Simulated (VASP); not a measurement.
# SrCl2 (Fm-3m) in VASP: single point with PBE0

Aim: the single point of SrCl2 with PBE0.

All numbers are computed with VASP 6.6.1; they aren't measurements. Logs are shortened: lines on timing, memory, paths and dates and some standing lists are left out, and cuts for length are marked.

**1. The cell of the first run**

Symmetry: Fm-3m, No. 225, cubic system. Conventional cell: a = 6.995 Å, b = 6.995 Å, c = 6.995 Å, α = 90.00°, β = 90.00°, γ = 90.00°. Within 4.0 Å of Sr (site symmetry m-3m) lie 8 Cl at 3.03 Å. Within 4.0 Å of Cl (site symmetry -43m) lie 4 Sr at 3.03 Å and 6 Cl at 3.50 Å.

**2. Single point, PBE0**

Contents of POSCAR:

```
SrCl2
1.0
    0.0000000000      3.4977180848      3.4977180848
    3.4977180848      0.0000000000      3.4977180848
    3.4977180848      3.4977180848      0.0000000000
Sr Cl
1 2
Direct
    0.0000000000      0.0000000000      0.0000000000
    0.2500000000      0.2500000000      0.2500000000
    0.7500000000      0.7500000000      0.7500000000
```

Contents of INCAR.step1:

```
SYSTEM = SrCl2
PREC = Accurate
ENCUT = 520
EDIFF = 1E-5
ISMEAR = 0
SIGMA = 0.01
LREAL = .False.
LASPH = .True.
NELM = 60
ALGO = Normal
ISIF = 2
LWAVE = .True.
NBANDS = 19
GGA = PE
```

Contents of INCAR.step2:

```
SYSTEM = SrCl2
PREC = Accurate
ENCUT = 520
EDIFF = 1E-7
ISMEAR = 0
SIGMA = 0.01
LREAL = .False.
LASPH = .True.
NELM = 60
ALGO = Normal
ISIF = 2
LWAVE = .False.
LCHARG = .True.
GGA = PE
LHFCALC = .True.
AEXX = 0.25
PRECFOCK = Normal
LELF = .True.
LVHAR = .True.
NBANDS = 19
ISTART = 1
```

Contents of KPOINTS:

```
regular mesh
0
Gamma
  4 4 4
  0 0 0
```

Potentials or basis: VASP PAW PBE potentials, release 64 (Sr_sv, Cl).

Started as:

```
$ cat potpaw_PBE.64/Sr_sv/POTCAR potpaw_PBE.64/Cl/POTCAR > POTCAR
$ cp INCAR.step1 INCAR
$ mpirun -np 1 vasp_std > vasp.out
$ cp INCAR.step2 INCAR
$ mpirun -np 1 vasp_std > vasp.out
```

OUTCAR:

```text
SYSTEM = SrCl2
   PREC = Accurate
   ENCUT = 520
   EDIFF = 1E-7
   ISMEAR = 0
   LREAL = .False.
   LASPH = .True.
   NELM = 60
   ISIF = 2
   GGA = PE
   LHFCALC = .True.
   AEXX = 0.25
   PRECFOCK = Normal
   ISTART = 1

 ion  position               nearest neighbor table
   1  0.000  0.000  0.000-   3 3.03   3 3.03   3 3.03   2 3.03   3 3.03   2 3.03   2 3.03   2 3.03

   2  0.250  0.250  0.250-   1 3.03   1 3.03   1 3.03   1 3.03
   3  0.750  0.750  0.750-   1 3.03   1 3.03   1 3.03   1 3.03

  LATTYP: Found a face centered cubic cell.
 ALAT       =     6.9954361696

  Lattice vectors:

 A1 = (   0.0000000000,   3.4977180848,   3.4977180848)
 A2 = (   3.4977180848,   0.0000000000,   3.4977180848)
 A3 = (   3.4977180848,   3.4977180848,   0.0000000000)

Analysis of symmetry for initial positions (statically):
=====================================================================
 Subroutine PRICEL returns:
 Original cell was already a primitive cell.

 Routine SETGRP: Setting up the symmetry group for a
 face centered cubic supercell.

 Subroutine GETGRP returns: Found 48 space group operations
 (whereof 48 operations were pure point group operations)
 out of a pool of 48 trial point group operations.

The static configuration has the point symmetry O_h .

Analysis of symmetry for dynamics (positions and initial velocities):
=====================================================================
 Subroutine PRICEL returns:
 Original cell was already a primitive cell.

 Routine SETGRP: Setting up the symmetry group for a
 face centered cubic supercell.

 Subroutine GETGRP returns: Found 48 space group operations
 (whereof 48 operations were pure point group operations)
 out of a pool of 48 trial point group operations.

The dynamic configuration has the point symmetry O_h .

 Subroutine INISYM returns: Found 48 space group operations
 (whereof 48 operations are pure point group operations),
 and found     1 'primitive' translations

----------------------------------------------------------------------------------------

                                     Primitive cell

  volume of cell :      85.5824

  direct lattice vectors                    reciprocal lattice vectors
     0.000000000  3.497718085  3.497718085    -0.142950343  0.142950343  0.142950343
     3.497718085  0.000000000  3.497718085     0.142950343 -0.142950343  0.142950343
     3.497718085  3.497718085  0.000000000     0.142950343  0.142950343 -0.142950343

  length of vectors
     4.946520353  4.946520353  4.946520353     0.247597257  0.247597257  0.247597257

  position of ions in fractional coordinates (direct lattice)
     0.000000000  0.000000000  0.000000000
     0.250000000  0.250000000  0.250000000
     0.750000000  0.750000000  0.750000000

  ion indices of the primitive-cell ions
   primitive index   ion index
                 1           1
                 2           2
                 3           3

----------------------------------------------------------------------------------------

 KPOINTS: regular mesh

Automatic generation of k-mesh.
 Grid dimensions read from file:
 generate k-points for:    4    4    4

 Generating k-lattice:

  Cartesian coordinates                     Fractional coordinates (reciprocal lattice)
    -0.035737586  0.035737586  0.035737586     0.250000000  0.000000000  0.000000000
     0.035737586 -0.035737586  0.035737586     0.000000000  0.250000000  0.000000000
     0.035737586  0.035737586 -0.035737586     0.000000000  0.000000000  0.250000000

  Length of vectors
     0.061899314  0.061899314  0.061899314

  Shift w.r.t. Gamma in fractional coordinates (k-lattice)
     0.000000000  0.000000000  0.000000000

 Subroutine IBZKPT returns following result:
 ===========================================

 Found      8 irreducible k-points:

 Following reciprocal coordinates:
            Coordinates               Weight
  0.000000  0.000000  0.000000      1.000000
  0.250000  0.000000  0.000000      8.000000
  0.500000  0.000000  0.000000      4.000000
  0.250000  0.250000  0.000000      6.000000
  0.500000  0.250000  0.000000     24.000000
 -0.250000  0.250000  0.000000     12.000000
  0.500000  0.500000  0.000000      3.000000
 -0.250000  0.500000  0.250000      6.000000
   k-points           NKPTS =      8   k-points in BZ     NKDIM =     64   number of bands    NBANDS=     19
   number of dos      NEDOS =    301   number of ions     NIONS =      3
   total plane-waves  NPLWV =  64000
   dimension x,y,z NGX =    40 NGY =   40 NGZ =   40
   dimension x,y,z NGXF=    80 NGYF=   80 NGZF=   80
   ions per type =               1   2
   NGX,Y,Z   is equivalent  to a cutoff of  13.44, 13.44, 13.44 a.u.
   NGXF,Y,Z  is equivalent  to a cutoff of  26.89, 26.89, 26.89 a.u.
 SYSTEM =  SrCl2
   PREC   = accura    normal or accurate (medium, high low for compatibility)
   ISTART =      1    job   : 0-new  1-cont  2-samecut
   ICHARG =      0    charge: 1-file 2-atom 10-const
   ISPIN  =      1    spin polarized calculation?
   LNONCOLLINEAR =      F non collinear calculations
   LSORBIT =      F    spin-orbit coupling
   LASPH  =      T    aspherical Exc in radial PAW
   ENCUT  =  520.0 eV  38.22 Ry    6.18 a.u.   9.20  9.20  9.20*2*pi/ulx,y,z
   NELM   =     60;   NELMIN=  2; NELMDL=  0     # of ELM steps
   EDIFF  = 0.1E-06   stopping-criterion for ELM
   LREAL  =      F    real-space projection
   EDIFFG = 0.1E-05   stopping-criterion for IOM
   NSW    =      0    number of steps for IOM
   IBRION =     -1    ionic relax: 0-MD 1-quasi-New 2-CG
   NFREE  =      0    steps in history (QN), initial steepest desc. (CG)
   ISIF   =      2    stress and relaxation
   ISYM   =      3    0-nonsym 1-usesym 2-fastsym
   POTIM  = 0.5000    time-step for ionic-motion
   TEBEG  =    0.0;   TEEND  =   0.0 temperature during run
   PSTRESS=    0.0 pullay stress
   NELECT =      24.0000    total number of electrons
   NUPDOWN=      -1.0000    fix difference up-down
   EMIN   =  10.00;   EMAX   =-10.00  energy-range for DOS
   EFERMI =   0.00;   METHOD = LEGACY
   ISMEAR =     0;   SIGMA  =   0.01  broadening in eV -4-tet -1-fermi 0-gaus
   EFERMI_NEDOS =   21; number of points for ismear=-14 and -15
   IALGO  =     38    algorithm
   IMIX   =      1    mixing-type and parameters
     AMIX     =   0.40;   BMIX     =  1.00
     AMIX_MAG =   1.60;   BMIX_MAG =  1.00
  volume/ion in A,a.u.               =      28.53       192.51
  Fermi-wavevector in a.u.,A,eV,Ry     =   1.071562  2.024958 15.622809  1.148244
  Thomas-Fermi vector in A             =   2.207306
   LORBIT       =      0    0 simple, 1 ext, 2 COOP (PROOUT), +10 PAW based schemes
   GGA     = PE    functional components
   LHFCALC =     T    Hartree Fock is set to
   PRECFOCK=normal    Normal, Fast or Accurate (Low or Medium for compatibility)
   ENCUT4O =  -1.0   cutoff for four orbital integrals eV
   NKREDX  =     1    reduce k-point grid by
   NKREDY  =     1    reduce k-point grid by
   NKREDZ  =     1    reduce k-point grid by
   AEXX    =    0.2500 exact exchange contribution
   HFSCREEN=    0.0000 screening length (either q_TF or 0.3 A-1)
   HFSCREENC=   0.0000 screening length for correlation (either q_TF or 0.3 A-1)
   ENCUTFOCK=  -1.0 apply spherical cutoff to Coloumb kernel
   IVDW    =     0    specifies the selected vdW correction
   LEPSILON=     F    determine dielectric tensor
   LRPA    =     F    only Hartree local field effects (RPA)
 non-spin polarized calculation
 Gauss-broadening in eV      SIGMA  =   0.01
  energy-cutoff  :      520.00
  volume of cell :       85.58
 maximum number of plane-waves:      2332
 NGX is ok and might be reduce to    40
  NGX = 28; NGY = 28; NGZ = 28

 number of electron      24.0000002 magnetization

 Free energy of the ion-electron system (eV)
  ---------------------------------------------------
  ext. energy  EPLUGINS =         0.00000000
  ---------------------------------------------------
  free energy    TOTEN  =       -15.53334744 eV

  energy without entropy =      -15.53334744  energy(sigma->0) =      -15.53334744

 E-fermi :  -1.1449     XC(G=0):  -6.4989

 val. band max:       -1.2218585908   @ k =   0.5000   0.5000   0.0000
 cond. band min:       6.0996213094   @ k =   0.0000   0.0000   0.0000
 fundamental gap:      7.3214799002
 Fermi energy:        -1.1449149203

 k-point     1 :       0.0000    0.0000    0.0000
  band No.  band energies     occupation
      1     -36.2330      2.00000
      2     -16.9378      2.00000
      3     -16.9378      2.00000
      4     -16.9378      2.00000
      5     -15.7845      2.00000
      6     -14.8749      2.00000
[... 11 lines left out ...]
     18       9.9015      0.00000
     19      10.5465      0.00000

 k-point     2 :       0.2500    0.0000    0.0000
  band No.  band energies     occupation
      1     -36.2312      2.00000
      2     -17.1687      2.00000
      3     -16.9463      2.00000
      4     -16.9463      2.00000
      5     -15.4458      2.00000
      6     -14.9686      2.00000
[... 11 lines left out ...]
     18       9.7273      0.00000
     19      10.6835      0.00000

 k-point     3 :       0.5000    0.0000    0.0000
  band No.  band energies     occupation
      1     -36.2295      2.00000
      2     -17.3207      2.00000
      3     -16.9547      2.00000
      4     -16.9547      2.00000
      5     -15.3575      2.00000
      6     -14.8772      2.00000
[... 11 lines left out ...]
     18       9.7783      0.00000
     19       9.7783      0.00000

 k-point     4 :       0.2500    0.2500    0.0000
  band No.  band energies     occupation
      1     -36.2306      2.00000
      2     -17.2215      2.00000
      3     -16.9578      2.00000
      4     -16.9578      2.00000
      5     -15.2909      2.00000
      6     -15.0423      2.00000
[... 11 lines left out ...]
     18       9.6172      0.00000
     19      10.0692      0.00000

 k-point     5 :       0.5000    0.2500    0.0000
  band No.  band energies     occupation
      1     -36.2289      2.00000
      2     -17.2964      2.00000
      3     -17.0623      2.00000
      4     -16.9662      2.00000
      5     -15.1512      2.00000
      6     -14.9738      2.00000
[... 11 lines left out ...]
     18       9.9308      0.00000
     19      10.7041      0.00000

 k-point     6 :      -0.2500    0.2500    0.0000
  band No.  band energies     occupation
      1     -36.2294      2.00000
      2     -17.2272      2.00000
      3     -17.0881      2.00000
      4     -16.9547      2.00000
      5     -15.1614      2.00000
      6     -15.0286      2.00000
[... 11 lines left out ...]
     18       9.6953      0.00000
     19      10.9314      0.00000

 k-point     7 :       0.5000    0.5000    0.0000
  band No.  band energies     occupation
      1     -36.2283      2.00000
      2     -17.4051      2.00000
      3     -16.9776      2.00000
      4     -16.9776      2.00000
      5     -15.1986      2.00000
      6     -14.8770      2.00000
[... 11 lines left out ...]
     18       9.5366      0.00000
     19      10.9770      0.00000

 k-point     8 :      -0.2500    0.5000    0.2500
  band No.  band energies     occupation
      1     -36.2283      2.00000
      2     -17.2104      2.00000
      3     -17.2104      2.00000
      4     -16.9780      2.00000
      5     -15.0189      2.00000
      6     -15.0189      2.00000
[... 11 lines left out ...]
     18      10.5579      0.00000
     19      11.6470      0.00000

------------------------ aborting loop because EDIFF is reached ----------------------------------------

  FORCE on cell =-STRESS in cart. coord.  units (eV):
  Direction    XX          YY          ZZ          XY          YZ          ZX
  --------------------------------------------------------------------------------------
  -------------------------------------------------------------------------------------
  Total        0.0784091      0.0784091      0.0784091     -0.0000000     -0.0000000      0.0000000
  in kB        1.4678862      1.4678862      1.4678862     -0.0000000     -0.0000000      0.0000000
  external PRESSURE =       1.4678862 kB  Pullay stress =       0.0000000 kB

 VOLUME and BASIS-vectors are now :
 -----------------------------------------------------------------------------
  energy-cutoff  :      520.00
  volume of cell :       85.58
      direct lattice vectors                 reciprocal lattice vectors
     0.000000000  3.497718085  3.497718085    -0.142950343  0.142950343  0.142950343
     3.497718085  0.000000000  3.497718085     0.142950343 -0.142950343  0.142950343
     3.497718085  3.497718085  0.000000000     0.142950343  0.142950343 -0.142950343

 POSITION                                       TOTAL-FORCE (eV/Angst)
 -----------------------------------------------------------------------------------
      0.00000      0.00000      0.00000         0.000000      0.000000      0.000000
      1.74886      1.74886      1.74886        -0.000000     -0.000000     -0.000000
      5.24658      5.24658      5.24658         0.000000      0.000000      0.000000
 -----------------------------------------------------------------------------------
    total drift:                                0.000000     -0.000000     -0.000000

  FREE ENERGIE OF THE ION-ELECTRON SYSTEM (eV)
  ---------------------------------------------------
  free  energy   TOTEN  =       -15.5333474384 eV

  energy  without entropy=      -15.5333474384  energy(sigma->0) =      -15.53334744
```

It took 9.4 min on 1 thread of Intel Xeon 6975P-C (Granite Rapids), shared host; peak memory 0.25 GiB.

What came out:

```yaml
Free_energy: -15.5333 eV
Pressure: 0.1 GPa
Band_gap_on_the_k_mesh: 7.32 eV (least direct gap 7.58 eV)
```

Levels at points of the mesh, in eV from the valence-band top:
```
           k point  band 10  band 11  band 12  band 13  band 14  band 15
(0.00, 0.00, 0.00)    -0.37    -0.37    -0.37     7.32     8.29     8.29
(0.50, 0.00, 0.00)    -1.41    -1.14    -1.14     8.96     8.96     9.83
(0.50, 0.50, 0.00)    -0.42    -0.42     0.00     7.58     9.30     9.96
```

Caveat: the structure was generated, so it needn't be the stable form of SrCl2; the PAW data sets were made with another functional, which shifts forces and pressure a little. A k mesh can miss the band edges.
